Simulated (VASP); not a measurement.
A run of VASP 6.6.1:

Contents of INCAR:

```
ALGO     = Normal         # electronic algorithm
EDIFF    = 1E-6           # SCF threshold, eV
ENCUT    = 500            # plane-wave cutoff, eV
GGA      = PE             # functional
GGA_COMPAT= False        
ISIF     = 2              # what is computed and relaxed
ISMEAR   = 0              # smearing method
LASPH    = True           # aspherical terms in the spheres
LCHARG   = True           # write CHGCAR
LELF     = True           # ELF
LREAL    = False          # projectors in reciprocal space
LVHAR    = True         
LWAVE    = False          # write WAVECAR
NBANDS   = 21             # bands
NELM     = 120            # most SCF steps
PREC     = Accurate       # precision mode
SIGMA    = 0.01           # smearing width, eV
```

Contents of KPOINTS:

```
k-points
0
Gamma
  6 6 2
```

The input POSCAR:

```
PbI2
1.0
    4.5640817433      0.0000000000      0.0000000000
   -2.2820408717      3.9526107346      0.0000000000
    0.0000000000      0.0000000000      7.0475120655
Pb I
1 2
Direct
    0.0000000000      0.0000000000      0.0000000000
    0.3333333333      0.6666666667      0.2667068000
    0.6666666667      0.3333333333      0.7332932000
```

Potentials or basis: VASP PAW PBE potentials, release 64 (Pb_d, I).

The run is started by

```sh
$ cat potpaw_PBE.64/Pb_d/POTCAR potpaw_PBE.64/I/POTCAR > POTCAR
$ mpirun -np 1 vasp_std > vasp.out
```

Hardware: 1 thread of Intel(R) Xeon(R) Platinum 8259CL CPU @ 2.50GHz (Skylake/Cascade Lake), with other jobs on the host.

Q: Estimate the wall time of this run.

A: Wall time 32 s on 1 thread of Intel(R) Xeon(R) Platinum 8259CL CPU @ 2.50GHz (Skylake/Cascade Lake), on a shared host, peak memory 0.24 GiB. Counts: scf iterations 12, k points 14.
